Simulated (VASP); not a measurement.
# Be2ZnSe3 (Cmmm) in VASP: notebook, part 2 of 2

VASP 6.6.1. Earlier steps stand in the parts before.

## (3) Single point, PBE

This run uses another cell than the first one, of 19.27 Å³/atom.

INCAR

```
PREC = Accurate
ENCUT = 520
EDIFF = 1E-6
ISMEAR = 0
SIGMA = 0.1
LREAL = F
LASPH = T
NELM = 60
ALGO = Normal
ISIF = 2
LWAVE = F
LCHARG = F
GGA = PE
NBANDS = 26
```

KPOINTS

```
Automatic mesh
0
Gamma
  4 4 4
```

POSCAR

```
Be2ZnSe3
1.0
    3.1022509004     -5.5749890115      0.0000000000
    3.1022509004      5.5749890115      0.0000000000
    0.0000000000      0.0000000000      3.3417279715
Be Zn Se
2 1 3
Direct
    0.5000000000      0.0000000000      0.5000000000
    0.0000000000      0.5000000000      0.5000000000
    0.0000000000      0.0000000000      0.0000000000
    0.7937384117      0.2062615883      0.0000000000
    0.2062615883      0.7937384117      0.0000000000
    0.5000000000      0.5000000000      0.5000000000
```

Potentials or basis: VASP PAW PBE potentials, release 64 (Be, Zn, Se).

Run with:

```
$ cat potpaw_PBE.64/Be/POTCAR potpaw_PBE.64/Zn/POTCAR potpaw_PBE.64/Se/POTCAR > POTCAR
$ mpirun -np 1 vasp_std > vasp.out
```

OUTCAR:

```text
PREC = Accurate
   ENCUT = 520
   EDIFF = 1E-6
   ISMEAR = 0
   LREAL = F
   LASPH = T
   NELM = 60
   ISIF = 2
   GGA = PE

 ion  position               nearest neighbor table
   1  0.500  0.000  0.500-   4 2.33   5 2.33   4 2.33   5 2.33
   2  0.000  0.500  0.500-   4 2.33   5 2.33   4 2.33   5 2.33
   3  0.000  0.000  0.000-   4 2.30   5 2.30
   4  0.794  0.206  0.000-   3 2.30   2 2.33   1 2.33   1 2.33   2 2.33
   5  0.206  0.794  0.000-   3 2.30   2 2.33   1 2.33   1 2.33   2 2.33
   6  0.500  0.500  0.500-

  LATTYP: Found a base centered orthorhombic cell.
 ALAT       =     6.2045018008
 B/A-ratio  =     1.7970786988
 C/A-ratio  =     0.5385973087

  Lattice vectors:

 A1 = (   3.1022509004,  -5.5749890115,   0.0000000000)
 A2 = (   3.1022509004,   5.5749890115,   0.0000000000)
 A3 = (   0.0000000000,   0.0000000000,   3.3417279715)

Analysis of symmetry for initial positions (statically):
=====================================================================
 Subroutine PRICEL returns:
 Original cell was already a primitive cell.

 Routine SETGRP: Setting up the symmetry group for a
 base centered orthorhombic supercell.

 Subroutine GETGRP returns: Found  8 space group operations
 (whereof  8 operations were pure point group operations)
 out of a pool of  8 trial point group operations.

The static configuration has the point symmetry D_2h.

Analysis of symmetry for dynamics (positions and initial velocities):
=====================================================================
 Subroutine PRICEL returns:
 Original cell was already a primitive cell.

 Routine SETGRP: Setting up the symmetry group for a
 base centered orthorhombic supercell.

 Subroutine GETGRP returns: Found  8 space group operations
 (whereof  8 operations were pure point group operations)
 out of a pool of  8 trial point group operations.

The dynamic configuration has the point symmetry D_2h.

 Subroutine INISYM returns: Found  8 space group operations
 (whereof  8 operations are pure point group operations),
 and found     1 'primitive' translations

----------------------------------------------------------------------------------------

                                     Primitive cell

  volume of cell :     115.5905

  direct lattice vectors                    reciprocal lattice vectors
     3.102250900 -5.574989011  0.000000000     0.161173295 -0.089686275  0.000000000
     3.102250900  5.574989011  0.000000000     0.161173295  0.089686275  0.000000000
     0.000000000  0.000000000  3.341727972     0.000000000  0.000000000  0.299246380

  length of vectors
     6.380004947  6.380004947  3.341727972     0.184446358  0.184446358  0.299246380

  position of ions in fractional coordinates (direct lattice)
     0.500000000  0.000000000  0.500000000
     0.000000000  0.500000000  0.500000000
     0.000000000  0.000000000  0.000000000
     0.793738412  0.206261588  0.000000000
     0.206261588  0.793738412  0.000000000
     0.500000000  0.500000000  0.500000000

  ion indices of the primitive-cell ions
   primitive index   ion index
                 1           1
                 2           2
                 3           3
                 4           4
                 5           5
                 6           6

----------------------------------------------------------------------------------------

 KPOINTS: Automatic mesh

Automatic generation of k-mesh.
 Grid dimensions read from file:
 generate k-points for:    4    4    4

 Generating k-lattice:

  Cartesian coordinates                     Fractional coordinates (reciprocal lattice)
     0.040293324 -0.022421569  0.000000000     0.250000000  0.000000000  0.000000000
     0.040293324  0.022421569  0.000000000     0.000000000  0.250000000  0.000000000
     0.000000000  0.000000000  0.074811595     0.000000000  0.000000000  0.250000000

  Length of vectors
     0.046111590  0.046111590  0.074811595

  Shift w.r.t. Gamma in fractional coordinates (k-lattice)
     0.000000000  0.000000000  0.000000000

 Subroutine IBZKPT returns following result:
 ===========================================

 Found     21 irreducible k-points:

 Following reciprocal coordinates:
            Coordinates               Weight
  0.000000  0.000000  0.000000      1.000000
  0.250000  0.000000  0.000000      4.000000
  0.500000  0.000000  0.000000      2.000000
  0.250000  0.250000  0.000000      2.000000
  0.500000  0.250000  0.000000      4.000000
 -0.250000  0.250000  0.000000      2.000000
[... 13 lines left out ...]
 -0.250000  0.250000  0.500000      2.000000
  0.500000  0.500000  0.500000      1.000000
   k-points           NKPTS =     21   k-points in BZ     NKDIM =     21   number of bands    NBANDS=     26
   number of dos      NEDOS =    301   number of ions     NIONS =      6
   total plane-waves  NPLWV =  64512
   dimension x,y,z NGX =    48 NGY =   48 NGZ =   28
   dimension x,y,z NGXF=    96 NGYF=   96 NGZF=   56
   ions per type =               2   1   3
   NGX,Y,Z   is equivalent  to a cutoff of  12.51, 12.51, 13.93 a.u.
   NGXF,Y,Z  is equivalent  to a cutoff of  25.02, 25.02, 27.86 a.u.
 SYSTEM =  unknown system
   PREC   = accura    normal or accurate (medium, high low for compatibility)
   ISTART =      0    job   : 0-new  1-cont  2-samecut
   ICHARG =      2    charge: 1-file 2-atom 10-const
   ISPIN  =      1    spin polarized calculation?
   LNONCOLLINEAR =      F non collinear calculations
   LSORBIT =      F    spin-orbit coupling
   LASPH  =      T    aspherical Exc in radial PAW
   ENCUT  =  520.0 eV  38.22 Ry    6.18 a.u.  11.86 11.86  6.21*2*pi/ulx,y,z
   NELM   =     60;   NELMIN=  2; NELMDL= -5     # of ELM steps
   EDIFF  = 0.1E-05   stopping-criterion for ELM
   LREAL  =      F    real-space projection
[... 7 lines left out ...]
   TEBEG  =    0.0;   TEEND  =   0.0 temperature during run
   PSTRESS=    0.0 pullay stress
   NELECT =      34.0000    total number of electrons
   NUPDOWN=      -1.0000    fix difference up-down
   EMIN   =  10.00;   EMAX   =-10.00  energy-range for DOS
   EFERMI =   0.00;   METHOD = LEGACY
   ISMEAR =     0;   SIGMA  =   0.10  broadening in eV -4-tet -1-fermi 0-gaus
   EFERMI_NEDOS =   21; number of points for ismear=-14 and -15
   IALGO  =     38    algorithm
   IMIX   =      4    mixing-type and parameters
     AMIX     =   0.40;   BMIX     =  1.00
     AMIX_MAG =   1.60;   BMIX_MAG =  1.00
  volume/ion in A,a.u.               =      19.27       130.01
  Fermi-wavevector in a.u.,A,eV,Ry     =   1.088747  2.057434 16.127950  1.185371
  Thomas-Fermi vector in A             =   2.224936
   LORBIT       =      0    0 simple, 1 ext, 2 COOP (PROOUT), +10 PAW based schemes
   GGA     = PE    functional components
   LHFCALC =     F    Hartree Fock is set to
   AEXX    =    0.0000 exact exchange contribution
   IVDW    =     0    specifies the selected vdW correction
   LEPSILON=     F    determine dielectric tensor
   LRPA    =     F    only Hartree local field effects (RPA)
 non-spin polarized calculation
 Gauss-broadening in eV      SIGMA  =   0.10
  energy-cutoff  :      520.00
  volume of cell :      115.59
 maximum number of plane-waves:      3126
   NGX = 23   NGY = 23   NGZ = 13

 number of electron      33.9999993 magnetization

 Free energy of the ion-electron system (eV)
  ---------------------------------------------------
  ext. energy  EPLUGINS =         0.00000000
  ---------------------------------------------------
  free energy    TOTEN  =       -18.98883456 eV

  energy without entropy =      -18.98562590  energy(sigma->0) =      -18.98723023

 E-fermi :   4.1745     XC(G=0):  -9.5327

 val. band max:        4.1081807228   @ k =   0.0000   0.0000   0.5000
 cond. band min:       4.2293848876   @ k =   0.2500   0.2500   0.0000
 fundamental gap:      0.1212041648
 Fermi energy:         4.1744529438

 k-point     1 :       0.0000    0.0000    0.0000
  band No.  band energies     occupation
      1     -11.6835      2.00000
      2     -10.4472      2.00000
      3      -8.2987      2.00000
      4      -4.4627      2.00000
      5      -4.2894      2.00000
      6      -4.0420      2.00000
[... 598 lines left out ...]
     25       8.6953      0.00000
     26       9.0513      0.00000

------------------------ aborting loop because EDIFF is reached ----------------------------------------

  FORCE on cell =-STRESS in cart. coord.  units (eV):
  Direction    XX          YY          ZZ          XY          YZ          ZX
  --------------------------------------------------------------------------------------
  -------------------------------------------------------------------------------------
  Total        0.0451378      0.3219272      0.0932362      0.0000000      0.0000000      0.0000000
  in kB        0.6256470      4.4621713      1.2923287      0.0000000      0.0000000      0.0000000
  external PRESSURE =       2.1267157 kB  Pullay stress =       0.0000000 kB

 VOLUME and BASIS-vectors are now :
 -----------------------------------------------------------------------------
  energy-cutoff  :      520.00
  volume of cell :      115.59
      direct lattice vectors                 reciprocal lattice vectors
     3.102250900 -5.574989011  0.000000000     0.161173295 -0.089686275  0.000000000
     3.102250900  5.574989011  0.000000000     0.161173295  0.089686275  0.000000000
     0.000000000  0.000000000  3.341727972     0.000000000  0.000000000  0.299246380

 POSITION                                       TOTAL-FORCE (eV/Angst)
 -----------------------------------------------------------------------------------
      1.55113     -2.78749      1.67086        -0.000000      0.000000      0.000000
      1.55113      2.78749      1.67086        -0.000000      0.000000      0.000000
      0.00000      0.00000      0.00000         0.000000      0.000000      0.000000
      3.10225     -3.27518      0.00000        -0.000000      0.036786     -0.000000
      3.10225      3.27518      0.00000        -0.000000     -0.036786     -0.000000
      3.10225      0.00000      1.67086        -0.000000      0.000000      0.000000
 -----------------------------------------------------------------------------------
    total drift:                                0.000000     -0.000000     -0.000000

  FREE ENERGIE OF THE ION-ELECTRON SYSTEM (eV)
  ---------------------------------------------------
  free  energy   TOTEN  =       -18.9888345630 eV

  energy  without entropy=      -18.9856259001  energy(sigma->0) =      -18.98723023
```

It took 99 s on 1 thread of Intel Xeon Platinum 8259CL at 2.50GHz (Skylake/Cascade Lake), shared host; peak memory 0.27 GiB.

What came out:

- Free energy: -18.9888 eV
- Pressure: 0.2 GPa
- Largest force: 0.037 eV/Å
- Band gap on the k mesh: zero (bands 17 and 18 overlap by 2.18 eV)

Forces on the atoms (eV/Å):
```
Be   0.000  0.000  0.000
Be   0.000  0.000  0.000
Zn   0.000  0.000  0.000
Se   0.000  0.037  0.000
Se   0.000 -0.037  0.000
Se   0.000  0.000  0.000
```

Caveat: the k points lie up to 0.47 Å⁻¹ apart, too coarse for converged energies and pressures of a metal.

## (4) Single point, PBE

This run uses another cell than the first one, of 19.31 Å³/atom.

INCAR

```
SYSTEM = Be2ZnSe3
ALGO = Normal ; EDIFF = 1E-6
ENCUT = 520 ; GGA = PE
ISIF = 2 ; ISMEAR = 0
LASPH = .TRUE. ; LCHARG = .FALSE.
LREAL = .FALSE. ; LWAVE = .FALSE.
NBANDS = 26 ; NELM = 60
PREC = Accurate ; SIGMA = 0.1
```

KPOINTS

```
k-points
0
G
  4 4 6
  0 0 0
```

POSCAR

```
Be2ZnSe3
1.0
    3.0791627202     -5.5497573477      0.0000000000
    3.0791627202      5.5497573477      0.0000000000
    0.0000000000      0.0000000000      3.3908019854
Be Zn Se
2 1 3
Direct
    0.5000000000      0.0000000000      0.5000000000
    0.0000000000      0.5000000000      0.5000000000
    0.0000000000      0.0000000000      0.0000000000
    0.7927588778      0.2072411222      0.0000000000
    0.2072411222      0.7927588778      0.0000000000
    0.5000000000      0.5000000000      0.5000000000
```

Run with:

```
$ cat potpaw_PBE.64/Be/POTCAR potpaw_PBE.64/Zn/POTCAR potpaw_PBE.64/Se/POTCAR > POTCAR
$ mpirun -np 1 vasp_std > vasp.out
```

Wall time 2 min (1 thread of Intel Xeon Platinum 8259CL at 2.50GHz (Skylake/Cascade Lake), shared host); peak memory 0.28 GiB.

Results (log left out):

```
Free energy            : -18.8872 eV
Pressure               : 0.2 GPa
Largest force          : 0.020 eV/Å
Band gap on the k mesh : zero (bands 17 and 18 overlap by 2.31 eV)
```

Forces in eV/Å, atoms in the order of the input:
```
Be   0.000  0.000  0.000
Be   0.000  0.000  0.000
Zn   0.000  0.000  0.000
Se   0.000  0.020  0.000
Se   0.000 -0.020  0.000
Se   0.000  0.000  0.000
```

Stress tensor (GPa, compression positive):
```
 0.21  0.00  0.00
 0.00 -0.02  0.00
 0.00  0.00  0.35
```

Levels at points of the mesh, in eV from the Fermi level:
```
           k point  band 14  band 15  band 16  band 17  band 18  band 19  band 20  band 21
(0.00, 0.00, 0.00)    -1.73    -1.38    -1.03     0.41     1.20     2.37     2.76     2.84
(0.50, 0.00, 0.00)    -2.62    -2.42    -1.30     1.08     1.16     1.66     2.34     2.59
(0.50, 0.50, 0.00)    -2.18    -1.89    -1.59    -0.16     1.06     1.82     2.35     2.70
(0.00, 0.00, 0.50)    -2.84    -2.30    -1.59    -1.57    -1.13     0.19     3.14     3.21
(0.50, 0.00, 0.50)    -3.07    -2.52    -2.49    -1.36     0.43     1.10     1.85     2.11
(0.50, 0.50, 0.50)    -2.23    -1.94    -1.07    -0.98    -0.49     0.41     2.14     2.51
```

## (5) Summary

```csv
cell,k mesh,gap on the mesh (eV),pressure (GPa),largest force (eV/Å)
"a = 5.467, b = 5.467, c = 4.340 Å, angles 90.0, 90.0, 118.5°, 6 atoms, atomic positions A",4 × 4 × 4,none,0.0,1.36
"a = 6.380, b = 6.380, c = 3.342 Å, angles 90.0, 90.0, 121.8°, 6 atoms, atomic positions B",4 × 4 × 4,none,0.2,0.04
"a = 6.347, b = 6.347, c = 3.391 Å, angles 90.0, 90.0, 122.0°, 6 atoms, atomic positions B",4 × 4 × 6,none,0.2,0.02
```

Alike in all rows: task single point; level PBE; potentials or basis VASP PAW PBE potentials, release 64 (Be, Zn, Se); no spin polarisation; cutoff (eV) 520; smearing gaussian 0.1 eV.

Caveats: some runs use coarse meshes; semilocal functionals underestimate gaps, so a narrow gap can read as zero (at least some runs); forces of over 1 eV/Å act on the atoms, so gaps and moduli don't describe the material at rest (at least some runs).

Total energies depend on the potentials used, so only differences within one code and one set of settings carry meaning.
